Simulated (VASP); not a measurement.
Set up this calculation in VASP 6.6.1, as the native input.

* Task: relaxation of cell and atoms
* Functional: PBEsol
* Potentials or basis: VASP PAW PBE potentials, release 64 (Cr_pv)
* Cutoff: 500 eV
* k mesh: 10 × 10 × 10
* Occupations: gaussian, width 0.1 eV
* Spin: no spin polarisation
* Dipole correction: no
* Further INCAR settings: ALGO = Normal; EDIFF = 1e-07; IBRION = 2; EDIFFG = -0.05; NSW = 100; ISIF = 3

The structure of Cr lies in POSCAR:

```
Cr
1.0
    0.0000000000      1.8400000000      1.8400000000
    1.8400000000      0.0000000000      1.8400000000
    1.8400000000      1.8400000000      0.0000000000
Cr
1
Direct
    0.0000000000      0.0000000000      0.0000000000
```

One way to write it, as run:

INCAR

```
  ALGO = Normal
  EDIFF = 1E-7
  EDIFFG = -0.05
  ENCUT = 500
  GGA = PS
  GGA_COMPAT = False
  IBRION = 2
  ISIF = 3
  ISMEAR = 0
  LASPH = True
  LCHARG = False
  LREAL = False
  LWAVE = False
  NELM = 120
  NELMIN = 4
  NSW = 100
  PREC = Accurate
  SIGMA = 0.1
```

KPOINTS

```
k-points
0
Gamma
  10 10 10
```

Potentials or basis: VASP PAW PBE potentials, release 64 (Cr_pv).

Run with:

```bash
$ cat potpaw_PBE.64/Cr_pv/POTCAR > POTCAR
$ mpirun -np 1 vasp_std > vasp.out
```

Results of the run:

- Relaxed volume: 11.44 Å³/atom
- Relaxed cell: a = 2.529 Å, b = 2.529 Å, c = 2.529 Å, α = 60.00°, β = 60.00°, γ = 60.00°
- Space group after relaxing (to 0.05 Å): Fm-3m (No. 225)
- Energy gained by relaxing: 64.2 meV/atom
- Ionic steps: 4
- Pressure after relaxing: -0.1 GPa
- Band gap on the k mesh: zero (band 6 reaches 13.33 eV, above the bottom of band 7 at 10.25 eV)

Caveat: the PAW data sets were made with another functional, which shifts forces and pressure a little; the run has no spin polarisation, though such a crystal can be magnetic.

Wall time 46 s on 1 thread of Intel Xeon 8259CL (shared host), peak memory 0.13 GiB.
